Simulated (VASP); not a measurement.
# SnBi3O in VASP: notebook

Runs on SnBi3O. Level: PBE. Tasks: single point.

Everything below comes from runs of VASP 6.6.1. Logs are shortened: lines on timing, memory, paths and dates and some standing lists are left out, and cuts for length are marked.

## 1. The cell of the first run

The typed cell holds 5 atoms: a = 6.695 Å, b = 6.695 Å, c = 3.955 Å, α = 90.00°, β = 90.00°, γ = 120.00°.

The cell was generated, and may not be a known phase.

## 2. Single point, PBE

The input, INCAR:

```
PREC = Accurate
ENCUT = 520
EDIFF = 1E-7
ISMEAR = 0
SIGMA = 0.1
LREAL = F
LASPH = T
NELM = 100
ALGO = Fast
ISIF = 2
LWAVE = F
LCHARG = F
GGA = PE
NBANDS = 40
```

The input, KPOINTS:

```
Automatic mesh
0
Gamma
  6 6 4
```

The input, POSCAR:

```
SnBi3O
1.0
    6.6947307462      0.0000000038      0.0000000000
   -3.3473653764      5.7978068958      0.0000000000
    0.0000000000      0.0000000000      3.9545914511
Sn Bi O
1 3 1
Direct
    0.0000000000      0.0000000000      0.5000000000
    0.4994137896      0.0000000000      0.5000000000
    0.0000000000      0.4994137896      0.5000000000
    0.5005862104      0.5005862104      0.5000000000
    0.0000000000      0.0000000000      0.0000000000
```

Potentials or basis: VASP PAW PBE potentials, release 64 (Sn_d, Bi_d, O).

Started as:

```
> cat potpaw_PBE.64/Sn_d/POTCAR potpaw_PBE.64/Bi_d/POTCAR potpaw_PBE.64/O/POTCAR > POTCAR
> mpirun -np 1 vasp_std > vasp.out
```

OUTCAR:

```text
PREC = Accurate
   ENCUT = 520
   EDIFF = 1E-7
   ISMEAR = 0
   LREAL = F
   LASPH = T
   NELM = 100
   ISIF = 2
   GGA = PE

 ion  position               nearest neighbor table
   1  0.000  0.000  0.500-   5 1.98   5 1.98   4 3.34   3 3.34   2 3.34   4 3.35   3 3.35   2 3.35

   2  0.499  0.000  0.500-   1 3.34   3 3.35   3 3.35   4 3.35   4 3.35   1 3.35
   3  0.000  0.499  0.500-   1 3.34   2 3.35   2 3.35   4 3.35   4 3.35   1 3.35
   4  0.501  0.501  0.500-   1 3.34   2 3.35   2 3.35   3 3.35   3 3.35   1 3.35
   5  0.000  0.000  0.000-   1 1.98   1 1.98

  LATTYP: Found a hexagonal cell.
 ALAT       =     6.6947307462
 C/A-ratio  =     0.5907020911

  Lattice vectors:

 A1 = (   6.6947307462,   0.0000000038,   0.0000000000)
 A2 = (  -3.3473653764,   5.7978068958,   0.0000000000)
 A3 = (   0.0000000000,   0.0000000000,   3.9545914511)

Analysis of symmetry for initial positions (statically):
=====================================================================
 Subroutine PRICEL returns:
 Original cell was already a primitive cell.

 Routine SETGRP: Setting up the symmetry group for a
 hexagonal supercell.

 Subroutine GETGRP returns: Found 12 space group operations
 (whereof 12 operations were pure point group operations)
 out of a pool of 24 trial point group operations.

The static configuration has the point symmetry D_3h.

Analysis of symmetry for dynamics (positions and initial velocities):
=====================================================================
 Subroutine PRICEL returns:
 Original cell was already a primitive cell.

 Routine SETGRP: Setting up the symmetry group for a
 hexagonal supercell.

 Subroutine GETGRP returns: Found 12 space group operations
 (whereof 12 operations were pure point group operations)
 out of a pool of 24 trial point group operations.

The dynamic configuration has the point symmetry D_3h.

 Subroutine INISYM returns: Found 12 space group operations
 (whereof 12 operations are pure point group operations),
 and found     1 'primitive' translations

----------------------------------------------------------------------------------------

                                     Primitive cell

  volume of cell :     153.4965

  direct lattice vectors                    reciprocal lattice vectors
     6.694730746  0.000000004  0.000000000     0.149371205  0.086239506  0.000000000
    -3.347365376  5.797806896  0.000000000    -0.000000000  0.172479011  0.000000000
     0.000000000  0.000000000  3.954591451     0.000000000  0.000000000  0.252870622

  length of vectors
     6.694730746  6.694730746  3.954591451     0.172479011  0.172479011  0.252870622

  position of ions in fractional coordinates (direct lattice)
     0.000000000  0.000000000  0.500000000
     0.499413790  1.000000000  0.500000000
     0.000000000  0.499413790  0.500000000
     0.500586210  0.500586210  0.500000000
     0.000000000  0.000000000  0.000000000

  ion indices of the primitive-cell ions
   primitive index   ion index
                 1           1
                 2           2
                 3           3
                 4           4
                 5           5

----------------------------------------------------------------------------------------

 KPOINTS: Automatic mesh

Automatic generation of k-mesh.
 Grid dimensions read from file:
 generate k-points for:    6    6    4

 Generating k-lattice:

  Cartesian coordinates                     Fractional coordinates (reciprocal lattice)
     0.024895201  0.014373251  0.000000000     0.166666667 -0.000000000  0.000000000
    -0.000000000  0.028746502  0.000000000     0.000000000  0.166666667  0.000000000
     0.000000000  0.000000000  0.063217656     0.000000000  0.000000000  0.250000000

  Length of vectors
     0.028746502  0.028746502  0.063217656

  Shift w.r.t. Gamma in fractional coordinates (k-lattice)
     0.000000000  0.000000000  0.000000000

 Subroutine IBZKPT returns following result:
 ===========================================

 Found     21 irreducible k-points:

 Following reciprocal coordinates:
            Coordinates               Weight
  0.000000  0.000000  0.000000      1.000000
  0.166667  0.000000  0.000000      6.000000
  0.333333  0.000000  0.000000      6.000000
  0.500000  0.000000  0.000000      3.000000
  0.166667  0.166667  0.000000      6.000000
  0.333333  0.166667  0.000000     12.000000
[... 13 lines left out ...]
  0.333333  0.166667  0.500000     12.000000
  0.333333  0.333333  0.500000      2.000000
   k-points           NKPTS =     21   k-points in BZ     NKDIM =     21   number of bands    NBANDS=     40
   number of dos      NEDOS =    301   number of ions     NIONS =      5
   total plane-waves  NPLWV =  75000
   dimension x,y,z NGX =    50 NGY =   50 NGZ =   30
   dimension x,y,z NGXF=   100 NGYF=  100 NGZF=   60
   ions per type =               1   3   1
   NGX,Y,Z   is equivalent  to a cutoff of  12.42, 12.42, 12.61 a.u.
   NGXF,Y,Z  is equivalent  to a cutoff of  24.83, 24.83, 25.22 a.u.
 SYSTEM =  unknown system
   PREC   = accura    normal or accurate (medium, high low for compatibility)
   ISTART =      0    job   : 0-new  1-cont  2-samecut
   ICHARG =      2    charge: 1-file 2-atom 10-const
   ISPIN  =      1    spin polarized calculation?
   LNONCOLLINEAR =      F non collinear calculations
   LSORBIT =      F    spin-orbit coupling
   LASPH  =      T    aspherical Exc in radial PAW
   ENCUT  =  520.0 eV  38.22 Ry    6.18 a.u.  12.45 12.45  7.35*2*pi/ulx,y,z
   NELM   =    100;   NELMIN=  2; NELMDL= -5     # of ELM steps
   EDIFF  = 0.1E-06   stopping-criterion for ELM
   LREAL  =      F    real-space projection
   EDIFFG = 0.1E-05   stopping-criterion for IOM
   NSW    =      0    number of steps for IOM
   IBRION =     -1    ionic relax: 0-MD 1-quasi-New 2-CG
   NFREE  =      0    steps in history (QN), initial steepest desc. (CG)
   ISIF   =      2    stress and relaxation
   ISYM   =      2    0-nonsym 1-usesym 2-fastsym
   POTIM  = 0.5000    time-step for ionic-motion
   TEBEG  =    0.0;   TEEND  =   0.0 temperature during run
   PSTRESS=    0.0 pullay stress
   NELECT =      65.0000    total number of electrons
   NUPDOWN=      -1.0000    fix difference up-down
   EMIN   =  10.00;   EMAX   =-10.00  energy-range for DOS
   EFERMI =   0.00;   METHOD = LEGACY
   ISMEAR =     0;   SIGMA  =   0.10  broadening in eV -4-tet -1-fermi 0-gaus
   EFERMI_NEDOS =   21; number of points for ismear=-14 and -15
   IALGO  =     68    algorithm
   IMIX   =      4    mixing-type and parameters
     AMIX     =   0.40;   BMIX     =  1.00
     AMIX_MAG =   1.60;   BMIX_MAG =  1.00
  volume/ion in A,a.u.               =      30.70       207.17
  Fermi-wavevector in a.u.,A,eV,Ry     =   1.229362  2.323157 20.562906  1.511331
  Thomas-Fermi vector in A             =   2.364252
   LORBIT       =      0    0 simple, 1 ext, 2 COOP (PROOUT), +10 PAW based schemes
   GGA     = PE    functional components
   LHFCALC =     F    Hartree Fock is set to
   AEXX    =    0.0000 exact exchange contribution
   IVDW    =     0    specifies the selected vdW correction
   LEPSILON=     F    determine dielectric tensor
   LRPA    =     F    only Hartree local field effects (RPA)
 non-spin polarized calculation
 RMM-DIIS sequential band-by-band and
 Gauss-broadening in eV      SIGMA  =   0.10
  energy-cutoff  :      520.00
  volume of cell :      153.50
 maximum number of plane-waves:      4158
 NGX is ok and might be reduce to    50
   NGX = 25   NGY = 25   NGZ = 15

 number of electron      64.9999977 magnetization

 Free energy of the ion-electron system (eV)
  ---------------------------------------------------
  ext. energy  EPLUGINS =         0.00000000
  ---------------------------------------------------
  free energy    TOTEN  =       -20.56790975 eV

  energy without entropy =      -20.56043496  energy(sigma->0) =      -20.56417236

 E-fermi :   5.4920     XC(G=0):  -9.3298

 val. band max:        5.4680850543   @ k =   0.3333   0.0000   0.2500
 cond. band min:       5.5800647905   @ k =   0.5000   0.0000   0.5000
 fundamental gap:      0.1119797362
 Fermi energy:         5.4919890251

 k-point     1 :       0.0000    0.0000    0.0000
  band No.  band energies     occupation
      1     -17.5182      2.00000
      2     -17.4963      2.00000
      3     -17.4963      2.00000
      4     -17.4221      2.00000
      5     -17.4073      2.00000
      6     -17.3813      2.00000
[... 32 lines left out ...]
     39      12.1258      0.00000
     40      12.1840      0.00000

 k-point     2 :       0.1667    0.0000    0.0000
  band No.  band energies     occupation
      1     -17.5083      2.00000
      2     -17.4906      2.00000
      3     -17.4807      2.00000
      4     -17.4183      2.00000
      5     -17.4029      2.00000
      6     -17.3802      2.00000
[... 32 lines left out ...]
     39      10.9297      0.00000
     40      11.7635      0.00000

 k-point     3 :       0.3333    0.0000    0.0000
  band No.  band energies     occupation
      1     -17.4987      2.00000
      2     -17.4598      2.00000
      3     -17.4383      2.00000
      4     -17.4077      2.00000
      5     -17.3939      2.00000
      6     -17.3845      2.00000
[... 32 lines left out ...]
     39      10.3820      0.00000
     40      11.0880      0.00000

 k-point     4 :       0.5000    0.0000    0.0000
  band No.  band energies     occupation
      1     -17.4964      2.00000
      2     -17.4266      2.00000
      3     -17.3956      2.00000
      4     -17.3903      2.00000
      5     -17.3888      2.00000
      6     -17.3875      2.00000
[... 32 lines left out ...]
     39      10.7153      0.00000
     40      10.7307      0.00000
[... 643 lines left out ...]
     39       9.6783      0.00000
     40      10.0025      0.00000

 k-point    20 :       0.3333    0.1667    0.5000
  band No.  band energies     occupation
      1     -17.4768      2.00000
      2     -17.4434      2.00000
      3     -17.4001      2.00000
      4     -17.3994      2.00000
      5     -17.3919      2.00000
      6     -17.3841      2.00000
[... 32 lines left out ...]
     39       9.2110      0.00000
     40       9.9174      0.00000

 k-point    21 :       0.3333    0.3333    0.5000
  band No.  band energies     occupation
      1     -17.4564      2.00000
      2     -17.4263      2.00000
      3     -17.4263      2.00000
      4     -17.3866      2.00000
      5     -17.3866      2.00000
      6     -17.3822      2.00000
[... 32 lines left out ...]
     39       8.7698      0.00000
     40       9.5075      0.00000

------------------------ aborting loop because EDIFF is reached ----------------------------------------

  FORCE on cell =-STRESS in cart. coord.  units (eV):
  Direction    XX          YY          ZZ          XY          YZ          ZX
  --------------------------------------------------------------------------------------
  -------------------------------------------------------------------------------------
  Total        0.0769519      0.0769519      0.0667250     -0.0000000     -0.0000000     -0.0000000
  in kB        0.8032142      0.8032142      0.6964671     -0.0000000     -0.0000000     -0.0000000
  external PRESSURE =       0.7676318 kB  Pullay stress =       0.0000000 kB

 VOLUME and BASIS-vectors are now :
 -----------------------------------------------------------------------------
  energy-cutoff  :      520.00
  volume of cell :      153.50
      direct lattice vectors                 reciprocal lattice vectors
     6.694730746  0.000000004  0.000000000     0.149371205  0.086239506  0.000000000
    -3.347365376  5.797806896  0.000000000    -0.000000000  0.172479011  0.000000000
     0.000000000  0.000000000  3.954591451     0.000000000  0.000000000  0.252870622

 POSITION                                       TOTAL-FORCE (eV/Angst)
 -----------------------------------------------------------------------------------
      0.00000      0.00000      1.97730         0.000000      0.000000      0.000000
      3.34344      0.00000      1.97730         0.000532      0.000000     -0.000000
     -1.67172      2.89550      1.97730        -0.000266      0.000461      0.000000
      1.67564      2.90230      1.97730        -0.000266     -0.000461     -0.000000
      0.00000      0.00000      0.00000         0.000000      0.000000      0.000000
 -----------------------------------------------------------------------------------
    total drift:                               -0.000001     -0.000001      0.000000

  FREE ENERGIE OF THE ION-ELECTRON SYSTEM (eV)
  ---------------------------------------------------
  free  energy   TOTEN  =       -20.5679097522 eV

  energy  without entropy=      -20.5604349632  energy(sigma->0) =      -20.56417236
```

Wall time 3.3 min (1 thread of Oxide Virtual Turin-like, shared host); peak memory 0.29 GiB.

What came out:

| Property | Result |
| --- | --- |
| Free energy | -20.5679 eV |
| Pressure | 0.1 GPa |
| Band gap on the k mesh | zero (an odd number of electrons rules out a gap without spin polarisation) |

Levels at points of the mesh, in eV from the Fermi level:
| k point | band 30 | band 31 | band 32 | band 33 | band 34 | band 35 | band 36 | band 37 |
| --- | --- | --- | --- | --- | --- | --- | --- | --- |
| (0.00, 0.00, 0.00) | -1.78 | -1.78 | 0.33 | 2.58 | 2.60 | 2.60 | 3.39 | 3.39 |
| (0.50, 0.00, 0.00) | -0.86 | -0.73 | -0.53 | 0.58 | 0.89 | 1.61 | 2.32 | 2.54 |
| (0.00, 0.00, 0.50) | -2.70 | -2.70 | -1.01 | -1.01 | 1.24 | 3.12 | 3.33 | 3.41 |
| (0.50, 0.00, 0.50) | -1.92 | -1.91 | -0.82 | -0.52 | -0.08 | 0.09 | 1.09 | 2.99 |

Caveat: the k points lie up to 0.40 Å⁻¹ apart, too coarse for converged energies and pressures of a metal; spin-orbit coupling is left out, which moves the levels of the heavy elements.

## 3. Single point, PBE

The input, INCAR:

```
SYSTEM = SnBi3O
PREC = Accurate
ENCUT = 520
EDIFF = 1E-6
ISMEAR = 0
SIGMA = 0.1
LREAL = .FALSE.
LASPH = .TRUE.
NELM = 100
ALGO = Fast
ISIF = 2
LWAVE = .FALSE.
LCHARG = .FALSE.
GGA = PE
NBANDS = 40
```

The input, KPOINTS:

```
regular mesh
0
G
  6 6 10
  0 0 0
```

The input, POSCAR:

```
SnBi3O
1.0
    6.7367943969      0.0000000000      0.0000000000
   -3.3683971985      5.8342350878      0.0000000000
    0.0000000000      0.0000000000      3.9059463600
Sn Bi O
1 3 1
Direct
    0.0000000000      0.0000000000      0.5000000000
    0.5000000000      0.0000000000      0.5000000000
    0.0000000000      0.5000000000      0.5000000000
    0.5000000000      0.5000000000      0.5000000000
    0.0000000000      0.0000000000      0.0000000000
```

Potentials or basis: VASP PAW PBE potentials, release 64 (Sn_d, Bi_d, O).

Started as:

```
> cat potpaw_PBE.64/Sn_d/POTCAR potpaw_PBE.64/Bi_d/POTCAR potpaw_PBE.64/O/POTCAR > POTCAR
> mpirun -np 1 vasp_std > vasp.out
```

OUTCAR:

```text
SYSTEM = SnBi3O
   PREC = Accurate
   ENCUT = 520
   EDIFF = 1E-6
   ISMEAR = 0
   LREAL = .FALSE.
   LASPH = .TRUE.
   NELM = 100
   ISIF = 2
   GGA = PE

 ion  position               nearest neighbor table
   1  0.000  0.000  0.500-   5 1.95   5 1.95   4 3.37   4 3.37   2 3.37   2 3.37   3 3.37   3 3.37

   2  0.500  0.000  0.500-   3 3.37   3 3.37   1 3.37   1 3.37   4 3.37   4 3.37
   3  0.000  0.500  0.500-   2 3.37   2 3.37   4 3.37   4 3.37   1 3.37   1 3.37
   4  0.500  0.500  0.500-   1 3.37   1 3.37   3 3.37   3 3.37   2 3.37   2 3.37
   5  0.000  0.000  0.000-   1 1.95   1 1.95

  LATTYP: Found a hexagonal cell.
 ALAT       =     6.7367943969
 C/A-ratio  =     0.5797930187

  Lattice vectors:

 A1 = (   6.7367943969,   0.0000000000,   0.0000000000)
 A2 = (  -3.3683971985,   5.8342350878,   0.0000000000)
 A3 = (   0.0000000000,   0.0000000000,   3.9059463600)

Analysis of symmetry for initial positions (statically):
=====================================================================
 Subroutine PRICEL returns:
[... 179 lines left out ...]

 val. band max:        5.4716161782   @ k =   0.1667   0.0000   0.1000
 cond. band min:       5.5007665402   @ k =   0.3333   0.1667   0.2000
 fundamental gap:      0.0291503619
 Fermi energy:         5.4847365153

 k-point     1 :       0.0000    0.0000    0.0000
  band No.  band energies     occupation
      1     -17.4555      2.00000
      2     -17.4355      2.00000
      3     -17.4355      2.00000
      4     -17.3468      2.00000
      5     -17.3304      2.00000
      6     -17.3131      2.00000
[... 1021 lines left out ...]
     39      10.1983      0.00000
     40      10.7156      0.00000

 [... further k-points ...]

------------------------ aborting loop because EDIFF is reached ----------------------------------------

  FORCE on cell =-STRESS in cart. coord.  units (eV):
  Direction    XX          YY          ZZ          XY          YZ          ZX
  --------------------------------------------------------------------------------------
  -------------------------------------------------------------------------------------
  Total       -0.0532141     -0.0532141      0.1720645      0.0000000      0.0000000      0.0000000
  in kB       -0.5553593     -0.5553593      1.7957193      0.0000000      0.0000000      0.0000000
  external PRESSURE =       0.2283336 kB  Pullay stress =       0.0000000 kB

 VOLUME and BASIS-vectors are now :
 -----------------------------------------------------------------------------
  energy-cutoff  :      520.00
  volume of cell :      153.52
      direct lattice vectors                 reciprocal lattice vectors
     6.736794397  0.000000000  0.000000000     0.148438551  0.085701037  0.000000000
    -3.368397198  5.834235088  0.000000000     0.000000000  0.171402075  0.000000000
     0.000000000  0.000000000  3.905946360     0.000000000  0.000000000  0.256019901

 POSITION                                       TOTAL-FORCE (eV/Angst)
 -----------------------------------------------------------------------------------
      0.00000      0.00000      1.95297         0.000000      0.000000      0.000000
      3.36840      0.00000      1.95297        -0.000000      0.000000      0.000000
     -1.68420      2.91712      1.95297         0.000000      0.000000      0.000000
      1.68420      2.91712      1.95297         0.000000      0.000000      0.000000
      0.00000      0.00000      0.00000         0.000000      0.000000      0.000000
 -----------------------------------------------------------------------------------
    total drift:                                0.000000      0.000000      0.000000

  FREE ENERGIE OF THE ION-ELECTRON SYSTEM (eV)
  ---------------------------------------------------
  free  energy   TOTEN  =       -20.5283569434 eV

  energy  without entropy=      -20.5103756353  energy(sigma->0) =      -20.51936629
```

stdout:

```text
POSCAR found type information on POSCAR SnBiO
 POSCAR found :  3 types and       5 ions
 scaLAPACK will be used
 LDA part: xc-table for (Slater+PW92), standard interpolation
 POSCAR, INCAR and KPOINTS ok, starting setup
 FFT: planning ... GRIDC
 FFT: planning ... GRID_SOFT
 FFT: planning ... GRID
 WAVECAR not read
 entering main loop
```

It took 6 min on 1 thread of Oxide Virtual Turin-like, shared host; peak memory 0.37 GiB.

What came out:

```yaml
Free_energy: -20.5284 eV
Pressure: 0.0 GPa
Band_gap_on_the_k_mesh: zero (an odd number of electrons rules out a gap without spin polarisation)
```

Stress tensor (GPa, compression positive):
```
-0.06  0.00  0.00
 0.00 -0.06  0.00
 0.00  0.00  0.18
```

Levels at points of the mesh, in eV from the Fermi level:
```csv
k point,band 30,band 31,band 32,band 33,band 34,band 35
"(0.00, 0.00, 0.00)",-1.93,-1.93,0.58,2.50,2.80,2.80
"(0.50, 0.00, 0.00)",-0.94,-0.73,-0.53,0.53,1.13,1.84
"(0.00, 0.00, 0.50)",-2.95,-2.95,-1.02,-1.02,1.21,3.10
"(0.50, 0.00, 0.50)",-2.05,-1.90,-0.86,-0.52,-0.03,0.13
```

Caveat: spin-orbit coupling is left out, which moves the levels of the heavy elements.

The gap in the log of VASP goes by the Fermi energy; the results here count the filled bands.